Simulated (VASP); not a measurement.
Set up this calculation in VASP 6.6.1, as the native input.

```yaml
Task: single point
Functional: PBE
Potentials_or_basis: VASP PAW PBE potentials, release 64 (As)
Cutoff: 520 eV
k_mesh: 10 × 10 × 10
Occupations: fermi-dirac, width 1 eV
Spin: no spin polarisation
Dipole_correction: no
Further_INCAR_settings: ALGO = Normal; EDIFF = 1e-06; NBANDS = 12
```

The structure of As lies in POSCAR:

```
As
1.0
    1.9036109523      1.0990502958      3.6081612956
   -1.9036109523      1.0990502958      3.6081612956
    0.0000000000     -2.1981005915      3.6081612956
As
2
Direct
    0.7737100447      0.7737100447      0.7737100447
    0.2262899553      0.2262899553      0.2262899553
```

These files were run (other wordings do the same):

INCAR

```
  PREC = Accurate
  ENCUT = 520
  EDIFF = 1E-6
  ISMEAR = -1
  SIGMA = 1.0
  LREAL = False
  LASPH = True
  NELM = 80
  ALGO = Normal
  ISIF = 2
  LWAVE = False
  LCHARG = False
  GGA = PE
  NBANDS = 12
```

KPOINTS

```
regular mesh
0
Gamma
  10 10 10
```

Potentials or basis: VASP PAW PBE potentials, release 64 (As).

Run with:

```bash
$ cat potpaw_PBE.64/As/POTCAR > POTCAR
$ mpirun -np 1 vasp_std > vasp.out
```

Results of the run:

```json
{
 "Pressure": "4.8 GPa",
 "Largest force": "0.617 eV/Å",
 "Band gap on the k mesh": "zero (band 5 reaches 5.01 eV, above the bottom of band 6 at 4.63 eV)"
}
```

Run time: 20 s on 1 thread of Intel(R) Xeon(R) Platinum 8488C (Sapphire Rapids), on a shared host, peak memory 0.2 GiB.
